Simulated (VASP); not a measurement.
# Sb (Pm-3m) in VASP: further runs, part 2 of 2

VASP 6.6.1. Earlier steps stand in the parts before.

## Step 3: Single point, BLYP

This run uses another cell than the first one, of 31.55 Å³/atom, 1.092 times its volume.

INCAR

```
SYSTEM = Sb
AGGAC = 1.0 ; AGGAX = 1.0
ALDAC = 0.0 ; ALDAX = 1.0
ALGO = Normal ; EDIFF = 1E-6
ENCUT = 520 ; GGA = B5
ISIF = 2 ; ISMEAR = -1
LASPH = .TRUE. ; LCHARG = .FALSE.
LREAL = .FALSE. ; LWAVE = .FALSE.
NBANDS = 8 ; NELM = 100
PREC = Accurate ; SIGMA = 0.05
```

KPOINTS

```
k-points
0
G
  8 8 8
  0 0 0
```

POSCAR

```
Sb
1.0
    3.1600000000      0.0000000000      0.0000000000
    0.0000000000      3.1600000000      0.0000000000
    0.0000000000      0.0000000000      3.1600000000
Sb
1
Direct
    0.0000000000      0.0000000000      0.0000000000
```

Potentials or basis: VASP PAW PBE potentials, release 64 (Sb).

Command:

```
> cat potpaw_PBE.64/Sb/POTCAR > POTCAR
> mpirun -np 1 vasp_std > vasp.out
```

OUTCAR:

```text
SYSTEM = Sb
   EDIFF = 1E-6
   ENCUT = 520
   GGA = B5
   ISIF = 2
   ISMEAR = -1
   LASPH = .TRUE.
   LREAL = .FALSE.
   NELM = 100
   PREC = Accurate

 ion  position               nearest neighbor table
   1  0.000  0.000  0.000-

  LATTYP: Found a simple cubic cell.
 ALAT       =     3.1600000000

  Lattice vectors:

 A1 = (   3.1600000000,   0.0000000000,   0.0000000000)
 A2 = (   0.0000000000,   3.1600000000,   0.0000000000)
 A3 = (   0.0000000000,   0.0000000000,   3.1600000000)

Analysis of symmetry for initial positions (statically):
[... 432 lines left out ...]
  band No.  band energies     occupation
      1      -0.9584      2.00000
      2       3.4567      2.00000
      3       4.9083      2.00000
      4      10.6496      0.00000
      5      11.4293      0.00000
      6      16.7276      0.00000
      7      17.9545      0.00000
      8      20.5825      0.00000

 [... further k-points ...]
[... 5 lines left out ...]
  --------------------------------------------------------------------------------------
  -------------------------------------------------------------------------------------
  Total        0.3667196      0.3667196      0.3667196     -0.0000000     -0.0000000     -0.0000000
  in kB       18.6201630     18.6201630     18.6201630     -0.0000000     -0.0000000     -0.0000000
  external PRESSURE =      18.6201630 kB  Pullay stress =       0.0000000 kB

 VOLUME and BASIS-vectors are now :
 -----------------------------------------------------------------------------
  energy-cutoff  :      520.00
  volume of cell :       31.55
      direct lattice vectors                 reciprocal lattice vectors
     3.160000000  0.000000000  0.000000000     0.316455696  0.000000000  0.000000000
     0.000000000  3.160000000  0.000000000     0.000000000  0.316455696  0.000000000
     0.000000000  0.000000000  3.160000000     0.000000000  0.000000000  0.316455696

 POSITION                                       TOTAL-FORCE (eV/Angst)
 -----------------------------------------------------------------------------------
      0.00000      0.00000      0.00000         0.000000      0.000000      0.000000
 -----------------------------------------------------------------------------------
    total drift:                               -0.000000      0.000000      0.000000

  FREE ENERGIE OF THE ION-ELECTRON SYSTEM (eV)
  ---------------------------------------------------
  free  energy   TOTEN  =        -3.3166491190 eV

  energy  without entropy=       -3.3093577763  energy(sigma->0) =       -3.31300345
```

stdout:

```text
POSCAR found type information on POSCAR Sb
 POSCAR found :  1 types and       1 ions
 scaLAPACK will be used
 -----------------------------------------------------------------------------
|                                                                             |
|                                                                             |
|     You enforced a specific xc type in the INCAR file but a different       |
|     I HOPE YOU KNOW WHAT YOU ARE DOING!                                     |
|                                                                             |
 -----------------------------------------------------------------------------

 LDA part: xc-table for (Slater(with rela. corr.)+VWN5), standard interpolation
 POSCAR, INCAR and KPOINTS ok, starting setup
 FFT: planning ... GRIDC
 FFT: planning ... GRID_SOFT
 FFT: planning ... GRID
 WAVECAR not read
 entering main loop
```

It took 4.9 s on 1 thread of Intel Xeon 6975P-C (Granite Rapids), shared host; peak memory 0.13 GiB.

Results:

```
Free energy : -3.3166 eV
Pressure    : 1.9 GPa
```

Levels at points of the mesh, in eV from the Fermi level:
```
           k point  band 1  band 2  band 3  band 4  band 5  band 6
(0.00, 0.00, 0.00)  -11.93    3.11    3.11    3.11    7.10    7.10
(0.50, 0.00, 0.00)   -9.76   -5.05    4.89    4.89    9.01   10.85
(0.50, 0.50, 0.00)   -7.47   -3.22   -3.22    2.78    6.67   12.53
(0.50, 0.50, 0.50)   -4.94   -1.50   -1.50   -1.50    5.21    5.21
```

Caveat: the PAW data sets were made with another functional, which shifts forces and pressure a little; spin-orbit coupling is left out, which moves the levels of the heavy elements.

## Step 4: Single point, BLYP

This run uses another cell than the first one, of 32.66 Å³/atom, 1.131 times its volume.

INCAR

```
AGGAC = 1.0
AGGAX = 1.0
ALDAC = 0.0
ALDAX = 1.0
ALGO = Normal
EDIFF = 1E-6
ENCUT = 520
GGA = B5
ISIF = 2
ISMEAR = -1
LASPH = True
LCHARG = False
LREAL = False
LWAVE = False
NBANDS = 8
NELM = 80
PREC = Accurate
SIGMA = 0.05
```

KPOINTS

```
k-points
0
Gamma
  8 8 8
```

POSCAR

```
Sb
1.0
    3.1965782219      0.0000000000      0.0000000000
    0.0000000000      3.1965782219      0.0000000000
    0.0000000000      0.0000000000      3.1965782219
Sb
1
Direct
    0.0000000000      0.0000000000      0.0000000000
```

Command:

```
> cat potpaw_PBE.64/Sb/POTCAR > POTCAR
> mpirun -np 1 vasp_std > vasp.out
```

It took 5.1 s on 1 thread of Intel Xeon 6975P-C (Granite Rapids), shared host; peak memory 0.13 GiB.

Results (log left out):

```
Free energy : -3.3234 eV
Pressure    : 0.1 GPa
```

Levels at points of the mesh, in eV from the Fermi level:
```tsv
k point	band 1	band 2	band 3	band 4	band 5	band 6
(0.00, 0.00, 0.00)	-11.69	3.02	3.02	3.02	7.07	7.07
(0.50, 0.00, 0.00)	-9.64	-4.84	4.69	4.69	8.91	10.75
(0.50, 0.50, 0.00)	-7.48	-3.08	-3.08	2.89	6.36	12.26
(0.50, 0.50, 0.50)	-5.12	-1.44	-1.44	-1.44	5.25	5.25
```

Caveat: the PAW data sets were made with another functional, which shifts forces and pressure a little; spin-orbit coupling is left out, which moves the levels of the heavy elements.

## Step 5: Single point, PBE

This run uses another cell than the first one, of 31.55 Å³/atom, 1.092 times its volume.

INCAR

```
SYSTEM = Sb
PREC = Accurate
ENCUT = 520
EDIFF = 1E-7
ISMEAR = 0
SIGMA = 0.012
LREAL = .FALSE.
LASPH = .TRUE.
NELM = 60
ALGO = Normal
ISIF = 2
LWAVE = .FALSE.
LCHARG = .TRUE.
GGA = PE
LELF = .TRUE.
LVHAR = .TRUE.
NBANDS = 8
```

KPOINTS

```
regular mesh
0
G
  8 8 8
  0 0 0
```

POSCAR

```
Sb
1.0
    3.1600000000      0.0000000000      0.0000000000
    0.0000000000      3.1600000000      0.0000000000
    0.0000000000      0.0000000000      3.1600000000
Sb
1
Direct
    0.0000000000      0.0000000000      0.0000000000
```

Potentials or basis: VASP PAW PBE potentials, release 64 (Sb).

Command:

```
> cat potpaw_PBE.64/Sb/POTCAR > POTCAR
> mpirun -np 1 vasp_std > vasp.out
```

OUTCAR:

```text
SYSTEM = Sb
   PREC = Accurate
   ENCUT = 520
   EDIFF = 1E-7
   ISMEAR = 0
   LREAL = .FALSE.
   LASPH = .TRUE.
   NELM = 60
   ISIF = 2
   GGA = PE

 ion  position               nearest neighbor table
   1  0.000  0.000  0.000-

  LATTYP: Found a simple cubic cell.
 ALAT       =     3.1600000000

  Lattice vectors:

 A1 = (   3.1600000000,   0.0000000000,   0.0000000000)
 A2 = (   0.0000000000,   3.1600000000,   0.0000000000)
 A3 = (   0.0000000000,   0.0000000000,   3.1600000000)

Analysis of symmetry for initial positions (statically):
[... 435 lines left out ...]
      2       2.9473      2.00000
      3       4.4428      2.00000
      4       9.8677      0.00000
      5      11.0567      0.00000
      6      16.0532      0.00000
      7      17.3341      0.00000
      8      20.0487      0.00000

 [... further k-points ...]
[... 5 lines left out ...]
  --------------------------------------------------------------------------------------
  -------------------------------------------------------------------------------------
  Total       -0.4521129     -0.4521129     -0.4521129     -0.0000000      0.0000000     -0.0000000
  in kB      -22.9560003    -22.9560003    -22.9560003     -0.0000000      0.0000000     -0.0000000
  external PRESSURE =     -22.9560003 kB  Pullay stress =       0.0000000 kB

 VOLUME and BASIS-vectors are now :
 -----------------------------------------------------------------------------
  energy-cutoff  :      520.00
  volume of cell :       31.55
      direct lattice vectors                 reciprocal lattice vectors
     3.160000000  0.000000000  0.000000000     0.316455696  0.000000000  0.000000000
     0.000000000  3.160000000  0.000000000     0.000000000  0.316455696  0.000000000
     0.000000000  0.000000000  3.160000000     0.000000000  0.000000000  0.316455696

 POSITION                                       TOTAL-FORCE (eV/Angst)
 -----------------------------------------------------------------------------------
      0.00000      0.00000      0.00000         0.000000      0.000000      0.000000
 -----------------------------------------------------------------------------------
    total drift:                                0.000000      0.000000      0.000000

  FREE ENERGIE OF THE ION-ELECTRON SYSTEM (eV)
  ---------------------------------------------------
  free  energy   TOTEN  =        -4.0632281715 eV

  energy  without entropy=       -4.0625969231  energy(sigma->0) =       -4.06291255
```

OSZICAR:

```text
N       E                     dE             d eps       ncg     rms          rms(c)
DAV:   1     0.571082524631E+01    0.57108E+01   -0.14919E+03   560   0.388E+02
DAV:   2    -0.393994216735E+01   -0.96508E+01   -0.91355E+01   784   0.518E+01
DAV:   3    -0.405825876307E+01   -0.11832E+00   -0.11832E+00   664   0.667E+00
DAV:   4    -0.405880059542E+01   -0.54183E-03   -0.54183E-03   864   0.555E-01
DAV:   5    -0.405880255424E+01   -0.19588E-05   -0.19592E-05   696   0.204E-02    0.174E+00
DAV:   6    -0.406138010791E+01   -0.25776E-02   -0.10868E-03   704   0.204E-01    0.103E+00
DAV:   7    -0.406317526634E+01   -0.17952E-02   -0.25602E-03   584   0.309E-01    0.768E-02
DAV:   8    -0.406322489458E+01   -0.49628E-04   -0.82404E-05   752   0.618E-02    0.621E-03
DAV:   9    -0.406322780821E+01   -0.29136E-05   -0.22748E-06   736   0.973E-03    0.201E-03
DAV:  10    -0.406322821666E+01   -0.40845E-06   -0.84352E-07   704   0.479E-03    0.767E-04
DAV:  11    -0.406322817145E+01    0.45208E-07   -0.12478E-08   472   0.698E-04
   1 F= -.40632282E+01 E0= -.40629125E+01  d E =-.631248E-03
```

stdout:

```text
POSCAR found type information on POSCAR Sb
 POSCAR found :  1 types and       1 ions
 scaLAPACK will be used
 LDA part: xc-table for (Slater+PW92), standard interpolation
 POSCAR, INCAR and KPOINTS ok, starting setup
 FFT: planning ... GRIDC
 FFT: planning ... GRID_SOFT
 FFT: planning ... GRID
 WAVECAR not read
 entering main loop
```

Wall time 2.9 s (1 thread of Intel Xeon 6975P-C (Granite Rapids), shared host); peak memory 0.13 GiB.

What came out:

```yaml
Free_energy: -4.0632 eV
Pressure: -2.3 GPa
```

Caveat: spin-orbit coupling is left out, which moves the levels of the heavy elements.

## Step 6: The runs side by side

| level | cell | smearing | gap on the mesh (eV) | pressure (GPa) |
| --- | --- | --- | --- | --- |
| PBE+D4 | a = 3.068 Å, 1 atom | fermi-dirac 0.05 eV | none | 0.0 |
| BLYP | a = 3.160 Å, 1 atom | fermi-dirac 0.05 eV | none | 1.9 |
| BLYP | a = 3.197 Å, 1 atom | fermi-dirac 0.05 eV | none | 0.1 |
| PBE | a = 3.160 Å, 1 atom | gaussian 0.012 eV | none | -2.3 |

Alike in all rows: task single point; potentials or basis VASP PAW PBE potentials, release 64 (Sb); no spin polarisation; k mesh 8 × 8 × 8; cutoff (eV) 520.

Caveats: spin-orbit coupling is left out, which moves the levels of the heavy elements; the PAW data sets were made with another functional, which shifts forces and pressure a little (some runs); pairwise dispersion overbinds metals, which lowers pressure and volume (some runs).

Total energies depend on the potentials used, so only differences within one code and one set of settings carry meaning.
